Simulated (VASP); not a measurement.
# CoTeH (P6_3/mmc) in VASP: single point with PBE

Aim: the single point of CoTeH with PBE.

Everything below comes from runs of VASP 6.6.1. Logs are shortened: lines on timing, memory, paths and dates and some standing lists are left out, and cuts for length are marked.

### Step 1. The cell of the first run

Symmetry: P6_3/mmc, No. 194, hexagonal system. The conventional cell has a = 3.162 Å, b = 3.162 Å, c = 8.991 Å, α = 90.00°, β = 90.00°, γ = 120.00°. Co (site symmetry -6m2) has 3 H at 1.83 Å within 2.4 Å. Within 3.0 Å of Te (site symmetry -3m) lie 2 H at 2.25 Å and 6 Co at 2.90 Å. H (site symmetry -6m2) has 3 Co at 1.83 Å and 2 Te at 2.25 Å within 2.4 Å.

### Step 2. Single point, PBE

Contents of POSCAR:

```
CoTeH
1.0
    3.1624581386      0.0000000000      0.0000000000
   -1.5812290693      2.7387690865      0.0000000000
    0.0000000000      0.0000000000      8.9907904352
Co Te H
2 2 2
Direct
    0.3333333333      0.6666666667      0.2500000000
    0.6666666667      0.3333333333      0.7500000000
    0.0000000000      0.0000000000      0.0000000000
    0.0000000000      0.0000000000      0.5000000000
    0.0000000000      0.0000000000      0.2500000000
    0.0000000000      0.0000000000      0.7500000000
```

Contents of INCAR.step1:

```
PREC = Accurate
ENCUT = 520
EDIFF = 1E-6
ISMEAR = 0
SIGMA = 0.1
LREAL = False
LASPH = True
NELM = 100
ALGO = Normal
ISIF = 2
LWAVE = False
LCHARG = True
LMAXMIX = 4
GGA = PE
NBANDS = 25
```

Contents of KPOINTS.step1:

```
Automatic mesh
0
Gamma
  12 12 4
```

Contents of INCAR.step2:

```
PREC = Accurate
ENCUT = 520
EDIFF = 1E-6
ISMEAR = -5
SIGMA = 0.1
LREAL = False
LASPH = True
NELM = 100
ALGO = Normal
ISIF = 2
LWAVE = False
LCHARG = False
LMAXMIX = 4
GGA = PE
LORBIT = 11
NBANDS = 25
NEDOS = 1001
ICHARG = 11
```

Contents of KPOINTS.step2:

```
Automatic mesh
0
Gamma
  18 18 6
```

Potentials or basis: VASP PAW PBE potentials, release 64 (Co, Te, H).

The run is started by

```sh
$ cat potpaw_PBE.64/Co/POTCAR potpaw_PBE.64/Te/POTCAR potpaw_PBE.64/H/POTCAR > POTCAR
$ cp INCAR.step1 INCAR
$ cp KPOINTS.step1 KPOINTS
$ mpirun -np 1 vasp_std > vasp.out
$ cp INCAR.step2 INCAR
$ cp KPOINTS.step2 KPOINTS
$ mpirun -np 1 vasp_std > vasp.out
```

OUTCAR:

```text
PREC = Accurate
   ENCUT = 520
   EDIFF = 1E-6
   ISMEAR = -5
   LREAL = False
   LASPH = True
   NELM = 100
   ISIF = 2
   GGA = PE
   LORBIT = 11
   ICHARG = 11

 ion  position               nearest neighbor table
   1  0.333  0.667  0.250-   5 1.83   5 1.83   5 1.83   3 2.90   4 2.90   4 2.90   3 2.90   4 2.90
                             3 2.90
   2  0.667  0.333  0.750-   6 1.83   6 1.83   6 1.83   3 2.90   4 2.90   4 2.90   3 2.90   4 2.90
                             3 2.90
   3  0.000  0.000  0.000-   5 2.25   6 2.25   1 2.90   2 2.90   2 2.90   1 2.90   2 2.90   1 2.90

   4  0.000  0.000  0.500-   5 2.25   6 2.25   1 2.90   2 2.90   2 2.90   1 2.90   2 2.90   1 2.90

   5  0.000  0.000  0.250-   1 1.83   1 1.83   1 1.83   4 2.25   3 2.25
   6  0.000  0.000  0.750-   2 1.83   2 1.83   2 1.83   4 2.25   3 2.25

  LATTYP: Found a hexagonal cell.
 ALAT       =     3.1624581386
 C/A-ratio  =     2.8429753189

  Lattice vectors:

 A1 = (   3.1624581386,   0.0000000000,   0.0000000000)
 A2 = (  -1.5812290693,   2.7387690865,   0.0000000000)
 A3 = (   0.0000000000,   0.0000000000,   8.9907904352)

Analysis of symmetry for initial positions (statically):
=====================================================================
 Subroutine PRICEL returns:
 Original cell was already a primitive cell.

 Routine SETGRP: Setting up the symmetry group for a
 hexagonal supercell.

 Subroutine GETGRP returns: Found 24 space group operations
 (whereof 12 operations were pure point group operations)
 out of a pool of 24 trial point group operations.

The static configuration has the point symmetry D_3d.
 The point group associated with its full space group is D_6h.

Analysis of symmetry for dynamics (positions and initial velocities):
=====================================================================
 Subroutine PRICEL returns:
 Original cell was already a primitive cell.

 Routine SETGRP: Setting up the symmetry group for a
 hexagonal supercell.

 Subroutine GETGRP returns: Found 24 space group operations
 (whereof 12 operations were pure point group operations)
 out of a pool of 24 trial point group operations.

The dynamic configuration has the point symmetry D_3d.
 The point group associated with its full space group is D_6h.

 Subroutine INISYM returns: Found 24 space group operations
 (whereof 12 operations are pure point group operations),
 and found     1 'primitive' translations

----------------------------------------------------------------------------------------

                                     Primitive cell

  volume of cell :      77.8714

  direct lattice vectors                    reciprocal lattice vectors
     3.162458139  0.000000000  0.000000000     0.316209719  0.182563766  0.000000000
    -1.581229069  2.738769087  0.000000000     0.000000000  0.365127533  0.000000000
     0.000000000  0.000000000  8.990790435     0.000000000  0.000000000  0.111224926

  length of vectors
     3.162458139  3.162458139  8.990790435     0.365127533  0.365127533  0.111224926

  position of ions in fractional coordinates (direct lattice)
     0.333333333  0.666666667  0.250000000
     0.666666667  0.333333333  0.750000000
     0.000000000  0.000000000  0.000000000
     0.000000000  0.000000000  0.500000000
     0.000000000  0.000000000  0.250000000
     0.000000000  0.000000000  0.750000000

  ion indices of the primitive-cell ions
   primitive index   ion index
                 1           1
                 2           2
                 3           3
                 4           4
                 5           5
                 6           6

----------------------------------------------------------------------------------------

 KPOINTS: Automatic mesh

Automatic generation of k-mesh.
 Grid dimensions read from file:
 generate k-points for:   18   18    6

 Generating k-lattice:

  Cartesian coordinates                     Fractional coordinates (reciprocal lattice)
     0.017567207  0.010142431  0.000000000     0.055555556  0.000000000  0.000000000
     0.000000000  0.020284863  0.000000000     0.000000000  0.055555556  0.000000000
     0.000000000  0.000000000  0.018537488     0.000000000  0.000000000  0.166666667

  Length of vectors
     0.020284863  0.020284863  0.018537488

  Shift w.r.t. Gamma in fractional coordinates (k-lattice)
     0.000000000  0.000000000  0.000000000

 TETIRR: Found   1977 inequivalent tetrahedra from    11664

 Subroutine IBZKPT returns following result:
 ===========================================

 Found    148 irreducible k-points:

 Following reciprocal coordinates:
            Coordinates               Weight
  0.000000  0.000000  0.000000      1.000000
  0.055556  0.000000  0.000000      6.000000
  0.111111  0.000000  0.000000      6.000000
  0.166667 -0.000000  0.000000      6.000000
  0.222222  0.000000  0.000000      6.000000
  0.277778 -0.000000  0.000000      6.000000
[... 16 lines left out ...]
  0.333333  0.111111  0.000000     12.000000
  0.388889  0.111111  0.000000     12.000000
 [... further k-points ...]
   k-points           NKPTS =    148   k-points in BZ     NKDIM =    148   number of bands    NBANDS=     25
   number of dos      NEDOS =   1001   number of ions     NIONS =      6
   total plane-waves  NPLWV =  40320
   dimension x,y,z NGX =    24 NGY =   24 NGZ =   70
   dimension x,y,z NGXF=    48 NGYF=   48 NGZF=  140
   ions per type =               2   2   2
   NGX,Y,Z   is equivalent  to a cutoff of  12.62, 12.62, 12.94 a.u.
   NGXF,Y,Z  is equivalent  to a cutoff of  25.23, 25.23, 25.89 a.u.
 SYSTEM =  unknown system
   PREC   = accura    normal or accurate (medium, high low for compatibility)
   ISTART =      0    job   : 0-new  1-cont  2-samecut
   ICHARG =     11    charge: 1-file 2-atom 10-const
   ISPIN  =      1    spin polarized calculation?
   LNONCOLLINEAR =      F non collinear calculations
   LSORBIT =      F    spin-orbit coupling
   LASPH  =      T    aspherical Exc in radial PAW
   ENCUT  =  520.0 eV  38.22 Ry    6.18 a.u.   5.88  5.88 16.72*2*pi/ulx,y,z
   NELM   =    100;   NELMIN=  2; NELMDL=  0     # of ELM steps
   EDIFF  = 0.1E-05   stopping-criterion for ELM
   LREAL  =      F    real-space projection
   EDIFFG = 0.1E-04   stopping-criterion for IOM
   NSW    =      0    number of steps for IOM
   IBRION =     -1    ionic relax: 0-MD 1-quasi-New 2-CG
   NFREE  =      0    steps in history (QN), initial steepest desc. (CG)
   ISIF   =      2    stress and relaxation
   ISYM   =      2    0-nonsym 1-usesym 2-fastsym
   POTIM  = 0.5000    time-step for ionic-motion
   TEBEG  =    0.0;   TEEND  =   0.0 temperature during run
   PSTRESS=    0.0 pullay stress
   NELECT =      32.0000    total number of electrons
   NUPDOWN=      -1.0000    fix difference up-down
   EMIN   =  10.00;   EMAX   =-10.00  energy-range for DOS
   EFERMI =   0.00;   METHOD = LEGACY
   ISMEAR =    -5;   SIGMA  =   0.10  broadening in eV -4-tet -1-fermi 0-gaus
   EFERMI_NEDOS =   21; number of points for ismear=-14 and -15
   IALGO  =     38    algorithm
   IMIX   =      4    mixing-type and parameters
     AMIX     =   0.40;   BMIX     =  1.00
     AMIX_MAG =   1.60;   BMIX_MAG =  1.00
  volume/ion in A,a.u.               =      12.98        87.58
  Fermi-wavevector in a.u.,A,eV,Ry     =   1.217116  2.300017 20.155296  1.481372
  Thomas-Fermi vector in A             =   2.352448
   LORBIT       =     11    0 simple, 1 ext, 2 COOP (PROOUT), +10 PAW based schemes
   GGA     = PE    functional components
   LHFCALC =     F    Hartree Fock is set to
   AEXX    =    0.0000 exact exchange contribution
   IVDW    =     0    specifies the selected vdW correction
   LEPSILON=     F    determine dielectric tensor
   LRPA    =     F    only Hartree local field effects (RPA)
 non-spin polarized calculation
 Fermi weights with tetrahedron method with Bloechl corrections
  energy-cutoff  :      520.00
  volume of cell :       77.87
 maximum number of plane-waves:      2116
 NGX is ok and might be reduce to    24

 number of electron      32.0000021 magnetization

 Free energy of the ion-electron system (eV)
  ---------------------------------------------------
  ext. energy  EPLUGINS =         0.00000000
  ---------------------------------------------------
  free energy    TOTEN  =       -23.74202002 eV

  energy without entropy =      -23.74202002  energy(sigma->0) =      -23.74202002

 E-fermi :   9.6254     XC(G=0): -11.4373

 val. band max:        9.7166842451   @ k =   0.1111   0.1111   0.5000
 cond. band min:       9.5966972752   @ k =   0.3889   0.1667   0.5000
 fundamental gap:     -0.1199869699
 Fermi energy:         9.6253504407

 k-point     1 :       0.0000    0.0000    0.0000
  band No.  band energies     occupation
      1      -5.4932      2.00000
      2      -4.9416      2.00000
      3      -0.3142      2.00000
      4       3.0612      2.00000
      5       4.2095      2.00000
      6       7.1004      2.00000
[... 17 lines left out ...]
     24      18.8170      0.00000
     25      18.8217      0.00000

 k-point     2 :       0.0556    0.0000    0.0000
  band No.  band energies     occupation
      1      -5.4348      2.00000
      2      -4.8839      2.00000
      3      -0.2619      2.00000
      4       3.1075      2.00000
      5       4.2496      2.00000
      6       7.1240      2.00000
[... 17 lines left out ...]
     24      18.3260      0.00000
     25      18.8329      0.00000
[... 586 lines left out ...]
     24      15.1286      0.00000
     25      16.7611      0.00000

 k-point    24 :       0.3889    0.1111    0.0000
  band No.  band energies     occupation
      1      -2.3115      2.00000
      2      -1.7500      2.00000
      3       1.9470      2.00000
      4       2.6277      2.00000
      5       3.0903      2.00000
      6       5.0729      2.00000
[... 17 lines left out ...]
     24      14.8909      0.00000
     25      16.6517      0.00000

 [... further k-points ...]

------------------------ aborting loop because EDIFF is reached ----------------------------------------

  FORCE on cell =-STRESS in cart. coord.  units (eV):
  Direction    XX          YY          ZZ          XY          YZ          ZX
  --------------------------------------------------------------------------------------
  -------------------------------------------------------------------------------------
  Total        0.8708591      0.8708591      0.7696973     -0.0000000      0.0000000      0.0000000
  in kB       17.9176240     17.9176240     15.8362553     -0.0000000      0.0000000      0.0000000
  external PRESSURE =      17.2238344 kB  Pullay stress =       0.0000000 kB

 VOLUME and BASIS-vectors are now :
 -----------------------------------------------------------------------------
  energy-cutoff  :      520.00
  volume of cell :       77.87
      direct lattice vectors                 reciprocal lattice vectors
     3.162458139  0.000000000  0.000000000     0.316209719  0.182563766  0.000000000
    -1.581229069  2.738769087  0.000000000     0.000000000  0.365127533  0.000000000
     0.000000000  0.000000000  8.990790435     0.000000000  0.000000000  0.111224926

 POSITION                                       TOTAL-FORCE (eV/Angst)
 -----------------------------------------------------------------------------------
     -0.00000      1.82585      2.24770        -0.000000      0.000000     -0.000000
      1.58123      0.91292      6.74309         0.000000     -0.000000     -0.000000
      0.00000      0.00000      0.00000        -0.000000      0.000000      0.000000
      0.00000      0.00000      4.49540        -0.000000      0.000000      0.000000
      0.00000      0.00000      2.24770        -0.000000      0.000000      0.000000
      0.00000      0.00000      6.74309         0.000000     -0.000000      0.000000
 -----------------------------------------------------------------------------------
    total drift:                               -0.000000      0.000000      0.000000

  FREE ENERGIE OF THE ION-ELECTRON SYSTEM (eV)
  ---------------------------------------------------
  free  energy   TOTEN  =       -23.7420200247 eV

  energy  without entropy=      -23.7420200247  energy(sigma->0) =      -23.74202002

 total charge

# of ion       s       p       d       tot
------------------------------------------
    1        0.306   0.306   7.473   8.086
    2        0.306   0.306   7.473   8.086
    3        1.464   1.719   0.114   3.297
    4        1.464   1.719   0.114   3.297
    5        0.498   0.027   0.000   0.525
    6        0.498   0.027   0.000   0.525
--------------------------------------------------
tot          4.536   4.106  15.175  23.817
```

Wall time 1.9 min (1 thread of Intel Xeon 6975P-C (Granite Rapids), shared host); peak memory 0.39 GiB.

What came out:

```
Valence electrons inside the program's atomic spheres : Co 8.09; Te 3.30; H 0.53
```

Caveat: spin-orbit coupling is left out, which moves the levels of the heavy elements; the run has no spin polarisation, though such a crystal can be magnetic.
